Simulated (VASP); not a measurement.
H8CO6, 15 atoms in the cell. The cell holds an amorphous packing of atoms, 15 atoms: a = 5.511 Å, b = 5.511 Å, c = 5.511 Å, α = 90.00°, β = 90.00°, γ = 90.00°. 

| Property | Result |
| --- | --- |
| Program | VASP 6.6.1 |
| Task | single point |
| Functional | PBEsol |
| Potentials or basis | VASP PAW PBE potentials, release 64 (O_h, H_h, C_h) |
| Cutoff | 910 eV |
| k mesh | 1 × 1 × 1 |
| Occupations | fermi-dirac, width 0.05 eV |
| Spin | no spin polarisation |
| Dipole correction | no |
| Second run | hard_potentials |
| Further INCAR settings | LREAL = Auto; ALGO = Normal; EDIFF = 1e-06; NBANDS = 37 |

Potentials or basis: VASP PAW PBE potentials, release 64 (O_h, H_h, C_h).

Launch:

```console
$ cat potpaw_PBE.64/O_h/POTCAR potpaw_PBE.64/H_h/POTCAR potpaw_PBE.64/C_h/POTCAR > POTCAR
$ mpirun -np 1 vasp_gam > vasp.out
```

Hardware: 1 thread of Intel(R) Xeon(R) 6975P-C (Granite Rapids), on a shared host.

Problem. How long does it take, and how much memory?

Solution. It took 34 s on 1 thread of Intel(R) Xeon(R) 6975P-C (Granite Rapids) (shared host), peak memory 0.35 GiB. Counts: scf iterations 16, k points 1.
